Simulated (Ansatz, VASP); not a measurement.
## Si in VASP and in Ansatz

Contents of POSCAR:

```
Si
1.0
    0.0000000000      0.0000000000      2.4937990725
    2.6290009028      0.0000000000      0.0000000000
   -0.0000000001      4.5535631368      0.0000000000
Si
2
Direct
    0.0000000000      0.0000000000     -0.0411765456
    0.0000000000      0.5000000000      0.5411765456
```

File INCAR.step1:

```
ALGO = Normal ; EDIFF = 1E-4
ENCUT = 520 ; GGA = PE
ISMEAR = 0 ; LASPH = T
LCHARG = F ; LREAL = F
LWAVE = T ; NBANDS = 11
NELM = 100 ; PREC = Accurate
SIGMA = 0.15
```

INCAR.step2

```
ALGO = Normal ; EDIFF = 1E-7
ENCUT = 520 ; ISIF = 2
ISMEAR = 0 ; ISTART = 1
LASPH = T ; LCHARG = F
LMIXTAU = T ; LREAL = F
LWAVE = F ; METAGGA = R2SCAN
NBANDS = 11 ; NELM = 100
PREC = Accurate ; SIGMA = 0.15
```

The input KPOINTS:

```
k-points
0
Gamma
  24 22 14
```

Input for Ansatz:

```yaml
crystal:
  lattice:
    - [0.0, 0.0, 2.4937990725]
    - [2.6290009028, 0.0, 0.0]
    - [-1.0e-10, 4.5535631368, 0.0]
  atoms:
    - { symbol: Si, position: [0.0, 0.0, -0.0411765456] }
    - { symbol: Si, position: [0.0, 0.5, 0.5411765456] }
basis:
  ecutwfc: 500
kpoints:
  mp_grid: { grid: [24, 22, 14] }
hamiltonian:
  xc: r2scan
scf:
  occupations: { method: gaussian, width: 0.15 }
output:
  forces: true
  stress: true
  eigenvalues: true
```

Change from the starting cell: mode 6 (284.8 1/cm) frozen in, largest displacement +0.188 Å.

Alike in both runs: task single point; functional r2SCAN; k mesh 24 × 22 × 14; occupations gaussian, width 0.15 eV; no spin polarisation.

```csv
,VASP,Ansatz
version,VASP 6.6.1,Ansatz 0.2.0
potentials or method,"VASP PAW PBE potentials, release 64 (Si), cutoff 520 eV","scalar-relativistic, plane waves, PAW"
valence electrons in the cell,8,8
```

|  | VASP | Ansatz | Ansatz less VASP |
| --- | --- | --- | --- |
| gap on the k mesh at the Fermi level (eV) | none | none | - |
| pressure (GPa) | 9.4 | 9.5 | +0.10 |
| traceless stress, the component that is largest in VASP (GPa) | -11.07 | -11.02 | +0.044 |
| rms of the force components (eV/Å) | 1.341 | 1.349 | +0.0082 |

VASP's potentials were made for PBE, not for r2SCAN. Atom by atom the forces differ by 0.008 eV/Å (rms over components). A gap of «none» marks a metal or a gap that the smearing closes.
